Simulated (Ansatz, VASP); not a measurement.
**Two plane-wave programs on SiC**

Contents of INCAR:

```
SYSTEM = SiC
  ALGO = Normal
  EDIFF = 1E-7
  ENCUT = 520
  GGA = PE
  ISIF = 2
  ISMEAR = 0
  LASPH = .True.
  LCHARG = .True.
  LELF = .True.
  LREAL = .False.
  LVHAR = .True.
  LWAVE = .False.
  NBANDS = 16
  NELM = 80
  PREC = Accurate
  SIGMA = 0.1
```

File KPOINTS:

```
k-points
0
Gamma
  6 6 4
  0 0 0
```

Contents of POSCAR:

```
SiC
1.0
    3.2192064630      0.0000000000      0.0000000000
    0.0000000000      3.2192064630      0.0000000000
    0.0000000000      0.0000000000      4.0677472970
Si C
2 2
Direct
    0.0000000000      0.5000000000      0.2351000000
    0.5000000000      0.0000000000      0.7649000000
    0.0000000000      0.0000000000      0.0000000000
    0.5000000000      0.5000000000      0.0000000000
```

Input for Ansatz:

```yaml
crystal:
  lattice:
    - [3.219206463, 0.0, 0.0]
    - [0.0, 3.219206463, 0.0]
    - [0.0, 0.0, 4.067747297]
  atoms:
    - { symbol: Si, position: [0.0, 0.5, 0.2351] }
    - { symbol: Si, position: [0.5, 0.0, 0.7649] }
    - { symbol: C, position: [0.0, 0.0, 0.0] }
    - { symbol: C, position: [0.5, 0.5, 0.0] }
basis:
  ecutwfc: 420
kpoints:
  mp_grid: { grid: [6, 6, 4] }
hamiltonian:
  xc: pbe
scf:
  occupations: { method: gaussian, width: 0.1 }
  lower_state_search: "off"
output:
  forces: true
  stress: true
  eigenvalues: true
```

Alike in both runs: task single point; functional PBE; k mesh 6 × 6 × 4; occupations gaussian, width 0.1 eV; no spin polarisation.

|  | VASP | Ansatz |
| --- | --- | --- |
| version | VASP 6.6.1 | Ansatz 0.2.0 |
| potentials or method | VASP PAW PBE potentials, release 64 (Si, C), cutoff 520 eV | scalar-relativistic, plane waves, PAW |
| valence electrons in the cell | 16 | 16 |

|  | VASP | Ansatz | Ansatz less VASP |
| --- | --- | --- | --- |
| gap on the k mesh at the Fermi level (eV) | none | none | - |
| rms of the force components (eV/Å) | 1.246 | 1.241 | -0.0051 |

Atom by atom the forces differ by 0.005 eV/Å (rms over components). A gap of «none» marks a metal or a gap that the smearing closes. With one functional, cell and mesh, what is left measures potentials, basis and numerics.

The k mesh is coarse, so the values compare programs but aren't converged.
